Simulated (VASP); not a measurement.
Here is a VASP 6.6.1 calculation.

INCAR

```
ALGO = Normal
EDIFF = 1E-7
ENCUT = 520
GGA = CA
ISIF = 2
ISMEAR = 0
LASPH = T
LCHARG = F
LREAL = F
LWAVE = F
NBANDS = 56
NELM = 80
PREC = Accurate
SIGMA = 0.05
```

Contents of KPOINTS:

```
k-points
0
Gamma
  6 6 3
```

POSCAR

```
HfO2
1.0
   -2.5575000000     -2.5575000000      0.0000000000
    2.5575000000     -2.5575000000      0.0000000000
    0.0000000000      0.0000000000     10.9800000000
Hf O
4 8
Direct
    0.0000000000      0.0000000000      0.8734631148
    0.5000000000      0.5000000000      0.1746926230
    0.0000000000      0.0000000000      0.4076161202
    0.5000000000      0.5000000000      0.6405396175
    0.5000000000      0.0000000000      0.0582308743
    0.0000000000      0.5000000000      0.2911543716
    0.5000000000      0.0000000000      0.5240778689
    0.0000000000      0.5000000000      0.7570013661
    0.5000000000      0.0000000000      0.2911543716
    0.0000000000      0.5000000000      0.5240778689
    0.5000000000      0.0000000000      0.7570013661
    0.0000000000      0.5000000000      0.0582308743
```

Potentials or basis: VASP PAW LDA potentials, release 64 (Hf_pv, O).

Launch:

```bash
$ cat potpaw_LDA.64/Hf_pv/POTCAR potpaw_LDA.64/O/POTCAR > POTCAR
$ mpirun -np 1 vasp_std > vasp.out
```

Question: Predict the largest force.

Answer: 3.368 eV/Å.

Question: Estimate the band gap on the k mesh.

Answer: 0.03 eV, direct.

Forces in eV/Å, atoms in the order of the input:
```
Hf   0.000  0.000  3.368
Hf   0.000  0.000 -3.130
Hf   0.000  0.000 -2.291
Hf   0.000  0.000 -1.999
O    0.000  0.000 -1.774
O    0.000  0.000  0.980
O    0.000  0.000  1.125
O    0.000  0.000  1.694
O    0.000  0.000  0.980
O    0.000  0.000  1.125
O    0.000  0.000  1.694
O    0.000  0.000 -1.774
```

Caveat: spin-orbit coupling is left out, which moves the levels of the heavy elements; forces of over 1 eV/Å act on the atoms, so gaps and moduli don't describe the material at rest. A k mesh can miss the band edges.
